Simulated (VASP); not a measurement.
Runs of VASP 6.6.1 on AlP3. The structure is that of space group Pm-3m (No. 221), or close to it. The cells are those of the table. 

```csv
task,cell,k mesh,cutoff (eV),gap on the mesh (eV),pressure (GPa),relaxed volume (Å³/atom)
single point,"a = 3.924 Å, 4 atoms",12 × 12 × 12,520,none,-0.1,-
single point,"a = 4.025 Å, 4 atoms",4 × 4 × 4,520,none,-3.1,-
relaxation of cell and atoms,"relaxed from a = 3.920 Å, 4 atoms",12 × 12 × 12,600,none,0.0,(a)
single point,"a = 3.920 Å, 4 atoms",10 × 10 × 10,520,none,-0.1,-
relaxation of cell and atoms,"relaxed from a = 4.025 Å, 4 atoms",10 × 10 × 10,600,none,0.0,15.04
```

Alike in all rows: level PBE; potentials or basis VASP PAW PBE potentials, release 64 (Al, P); no spin polarisation; smearing gaussian 0.1 eV.

Problem. Fill in the values left out.

Solution. (a) 15.09.

Caveats: some runs use coarse meshes.

A gap of «none» marks levels without a gap at the run's occupations.
